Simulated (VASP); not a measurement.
Write the native input for VASP 6.6.1 that does the following.

* Task: single point
* Functional: PBE
* Potentials or basis: VASP PAW PBE potentials, release 64 (Sr_sv)
* Cutoff: 520 eV
* k mesh: 20 × 20 × 20
* Occupations: fermi-dirac, width 0.0612256 eV
* Spin: no spin polarisation
* Dipole correction: no
* Further INCAR settings: ALGO = Normal; EDIFF = 1e-06; NBANDS = 17

The structure of Sr lies in POSCAR:

```
Sr
1.0
    0.0000000000      4.8208736501      4.8208736501
    4.8208736501      0.0000000000      4.8208736501
    4.8208736501      4.8208736501      0.0000000000
Sr
2
Direct
    0.0000000000      0.0000000000      0.0000000000
    0.2500000000      0.2500000000      0.2500000000
```

These files were run (other wordings do the same):

INCAR

```
PREC = Accurate ; ENCUT = 520
EDIFF = 1E-6 ; ISMEAR = -1
SIGMA = 0.06122561905347299 ; LREAL = F
LASPH = T ; NELM = 60
ALGO = Normal ; ISIF = 2
LWAVE = F ; LCHARG = F
GGA = PE ; NBANDS = 17
```

KPOINTS

```
Automatic mesh
0
Gamma
  20 20 20
```

Potentials or basis: VASP PAW PBE potentials, release 64 (Sr_sv).

Run with:

```console
$ cat potpaw_PBE.64/Sr_sv/POTCAR > POTCAR
$ mpirun -np 1 vasp_std > vasp.out
```

It gave:

* Pressure: 0.0 GPa
* Band gap on the k mesh: zero (band 10 reaches 0.32 eV, above the bottom of band 11 at -0.40 eV)

Run time: 17 min on 1 thread of Intel(R) Xeon(R) Platinum 8259CL CPU @ 2.50GHz (Skylake/Cascade Lake), with other jobs on the host, peak memory 1 GiB.
